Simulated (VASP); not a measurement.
Runs of VASP 6.6.1 on GaSb5. The structure is that of space group P6/mmm (No. 191), or close to it. The cells are those of the table. 

| task | cell | k mesh | cutoff (eV) | gap on the mesh (eV) | pressure (GPa) | relaxed volume (Å³/atom) |
| --- | --- | --- | --- | --- | --- | --- |
| single point | a = 6.175, b = 6.175, c = 5.592 Å, angles 90.0, 90.0, 120.0°, 6 atoms | 6 × 6 × 8 | 520 | none | 0.0 | - |
| relaxation of cell and atoms | relaxed from a = 6.159, b = 6.159, c = 5.631 Å, angles 90.0, 90.0, 120.0°, 6 atoms | 6 × 6 × 8 | 600 | none | 0.0 | (a) |
| single point | a = 5.941, b = 5.941, c = 6.070 Å, angles 90.0, 90.0, 120.0°, 6 atoms | 3 × 3 × 4 | 520 | none | -0.1 | - |
| relaxation of cell and atoms | relaxed from a = 5.941, b = 5.941, c = 6.070 Å, angles 90.0, 90.0, 120.0°, 6 atoms | 6 × 6 × 6 | 600 | none | 0.0 | 30.79 |
| single point | a = 6.159, b = 6.159, c = 5.631 Å, angles 90.0, 90.0, 120.0°, 6 atoms | 6 × 6 × 6 | 520 | none | -0.1 | - |

Alike in all rows: level PBE; potentials or basis VASP PAW PBE potentials, release 64 (Ga_d, Sb); no spin polarisation; smearing gaussian 0.1 eV.

Task: Estimate the missing entries.

Result: (a) 30.78.

Caveats: some runs use coarse meshes; spin-orbit coupling is left out, which moves the levels of the heavy elements.

A k mesh can miss the band edges, and the runs leave out spin-orbit coupling on Ga, Sb.

A gap of «none» marks levels without a gap at the run's occupations.
